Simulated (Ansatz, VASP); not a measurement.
**One calculation of CdS, two programs**

INCAR

```
PREC = Accurate
ENCUT = 520
EDIFF = 1E-7
ISMEAR = 1
SIGMA = 0.025
LREAL = False
LASPH = True
NELM = 150
ALGO = Normal
ISIF = 2
LWAVE = False
LCHARG = True
ISPIN = 2
MAGMOM = 1 3
LORBIT = 11
GGA = PE
LELF = True
LVHAR = True
NBANDS = 20
```

KPOINTS

```
regular mesh
0
Gamma
  9 9 9
```

Contents of POSCAR:

```
CdS
1.0
    0.0000000000      2.9100000000      2.9100000000
    2.9100000000      0.0000000000      2.9100000000
    2.9100000000      2.9100000000      0.0000000000
Cd S
1 1
Direct
    0.0000000000      0.0000000000      0.0000000000
    0.7500000000      0.7500000000      0.7500000000
```

Input for Ansatz:

```yaml
crystal:
  lattice:
    - [0.0, 2.91, 2.91]
    - [2.91, 0.0, 2.91]
    - [2.91, 2.91, 0.0]
  atoms:
    - { symbol: Cd, position: [0.0, 0.0, 0.0], spin: 1.0 }
    - { symbol: S, position: [0.75, 0.75, 0.75], spin: 3.0 }
kpoints:
  mp_grid: { grid: [9, 9, 9] }
  band_path:
    path:
      - [0.0, 0.0, 0.0]
      - [-0.5, -0.5, 0.0]
      - [-0.375, -0.375, 0.25]
      - [-0.375, 0.0, 0.375]
      - [0.0, 0.0, 0.0]
      - [0.0, 0.0, 0.5]
      - [-0.5, -0.25, 0.25]
      - [-0.5, -0.5, 0.0]
    npoints: 14
scf:
  occupations: { method: cold, width: 0.025 }
hamiltonian:
  xc: pbe
  pseudopotentials: { kind: all_electron, lapw: { basis_error: 0.0005 } }
output:
  forces: true
  stress: true
  eigenvalues: true
  populations: true
magnetization:
  spin_polarized: true
```

Alike in both runs: task single point; functional PBE; k mesh 9 × 9 × 9; collinear spin.

```csv
,VASP,Ansatz
version,VASP 6.6.1,Ansatz 0.2.0
potentials or method,"VASP PAW PBE potentials, release 64 (Cd, S), cutoff 520 eV","all-electron LAPW, scalar-relativistic"
occupations,"methfessel-paxton of order 1, width 0.025 eV","cold, width 0.025 eV"
```

Ansatz gave:

- gap on the k mesh at the Fermi level (eV): 1.16
- pressure (GPa): 3.3
- net moment per atom (μB): 0.00

Task: Estimate VASP's values.

Result: gap on the k mesh at the Fermi level (eV): 1.16; pressure (GPa): 3.7; net moment per atom (μB): 0.00.

Ansatz ran all-electron here, and VASP with PAW potentials. Ansatz's warnings: seeded moment not kept, stability check not made.
